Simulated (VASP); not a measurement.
Runs of VASP 6.6.1 on Mo. The structure is that of space group Im-3m (No. 229), or close to it. The cells are those of the table. 

```csv
cell,further INCAR settings,gap on the mesh (eV),pressure (GPa)
"a = 2.783 Å, angles 110.8, 110.8, 106.8°, 1 atom",ALGO = Fast; EDIFF = 1e-06; NBANDS = 13,none,(b)
"a = 2.851 Å, angles 108.8, 108.8, 110.8°, 1 atom",ALGO = Fast; EDIFF = 1e-07; NBANDS = 13,none,(a)
"a = 2.761 Å, angles 108.1, 108.1, 112.1°, 1 atom",ALGO = Fast; EDIFF = 1e-06; NBANDS = 13,none,-5.0
"a = 2.829 Å, angles 108.2, 108.2, 112.1°, 1 atom",ALGO = Fast; EDIFF = 1e-06; NBANDS = 13,none,-19.8
"a = 2.828 Å, angles 110.1, 110.1, 108.2°, 1 atom",ALGO = Fast; EDIFF = 1e-06; NBANDS = 13,none,-20.1
```

Alike in all rows: task single point; level PBE; potentials or basis VASP PAW PBE potentials, release 64 (Mo_sv); no spin polarisation; k mesh 26 × 26 × 26; cutoff (eV) 520; smearing gaussian 0.15 eV.

Task: Fill in the values left out.

Result: (a) -24.0; (b) -10.6.

Caveats: the cell stands under tension.

A k mesh can miss the band edges, and the runs leave out spin-orbit coupling on Mo.

A gap of «none» marks levels without a gap at the run's occupations.
